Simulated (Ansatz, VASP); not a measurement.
Rh in VASP and in Ansatz

Contents of INCAR:

```
PREC = Accurate
ENCUT = 520
EDIFF = 1E-6
ISMEAR = -1
SIGMA = 0.08
LREAL = F
LASPH = T
NELM = 80
ALGO = Normal
ISIF = 2
LWAVE = F
LCHARG = F
GGA = PS
NBANDS = 22
```

The input KPOINTS:

```
Automatic mesh
0
Gamma
  14 10 14
```

File POSCAR:

```
Rh
1.0
   -1.8904381982      1.8904381982      0.0000000000
    0.0000000000      0.0000000000      3.7808763964
    1.8904381982      1.8904381982      0.0000000000
Rh
2
Direct
    0.0000000000      0.0000000000      0.0000000000
    0.5000000000      0.5000000000      0.5000000000
```

Input for Ansatz:

```yaml
crystal:
  lattice:
    - [-1.8904381982, 1.8904381982, 0.0]
    - [0.0, 0.0, 3.7808763964]
    - [1.8904381982, 1.8904381982, 0.0]
  atoms:
    - { symbol: Rh, position: [0.0, 0.0, 0.0] }
    - { symbol: Rh, position: [0.5, 0.5, 0.5] }
kpoints:
  mp_grid: { grid: [14, 10, 14] }
scf:
  occupations: { method: fermi_dirac, width: 0.08 }
hamiltonian:
  xc: pbesol
  pseudopotentials: { kind: paw }
output:
  forces: true
  stress: true
  eigenvalues: true
```

Alike in both runs: task single point; functional PBEsol; k mesh 14 × 10 × 14; occupations fermi-dirac, width 0.08 eV; no spin polarisation.

```csv
,VASP,Ansatz
version,VASP 6.6.1,Ansatz 0.2.0
potentials or method,"VASP PAW PBE potentials, release 64 (Rh_pv)","PAW with Ansatz's default frozen-core files, scalar-relativistic"
plane-wave cutoff (eV),520,420
valence electrons in the cell,30,34
```

VASP gave:

* pressure (GPa): -0.1

Question: Estimate Ansatz's values.

Answer: Pressure (GPa): 0.0.

VASP's potentials were made for PBE, not for PBEsol. VASP's potentials hold 30 valence electrons a cell and Ansatz's 34, so a difference there can come from the potentials and not from the codes.
